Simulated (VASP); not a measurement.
A run of VASP 6.6.1:

POSCAR

```
LiH
1.0
    0.0000000000      2.0367500000      2.0367500000
    2.0367500000      0.0000000000      2.0367500000
    2.0367500000      2.0367500000      0.0000000000
Li H
1 1
Direct
    0.0000000000      0.0000000000      0.0000000000
    0.5000000000      0.5000000000      0.5000000000
```

Contents of INCAR.step1:

```
PREC = Accurate
ENCUT = 520
ISMEAR = -1
SIGMA = 0.05
LREAL = F
LASPH = T
NELM = 60
NBANDS = 9
GGA = PE
ALGO = Normal
EDIFF = 1E-4
LWAVE = T
LCHARG = F
```

File INCAR.step2:

```
PREC = Accurate
ENCUT = 520
EDIFF = 1E-7
ISMEAR = -1
SIGMA = 0.05
LREAL = F
LASPH = T
NELM = 60
ALGO = Normal
ISIF = 2
LWAVE = F
LCHARG = F
METAGGA = R2SCAN
LMIXTAU = T
NBANDS = 9
ISTART = 1
```

File KPOINTS:

```
regular mesh
0
Gamma
  11 11 11
```

Potentials or basis: VASP PAW PBE potentials, release 64 (Li_sv, H).

The run is started by

```console
$ cat potpaw_PBE.64/Li_sv/POTCAR potpaw_PBE.64/H/POTCAR > POTCAR
$ cp INCAR.step1 INCAR
$ mpirun -np 1 vasp_std > vasp.out
$ cp INCAR.step2 INCAR
$ mpirun -np 1 vasp_std > vasp.out
```

Hardware: 1 thread of Intel Xeon 8259CL, with other jobs on the host.

**Question.** Estimate the wall time of this run.

**Answer.** Run time: 60 s on 1 thread of Intel Xeon 8259CL (shared host), peak memory 0.14 GiB. Counts: k points 56.
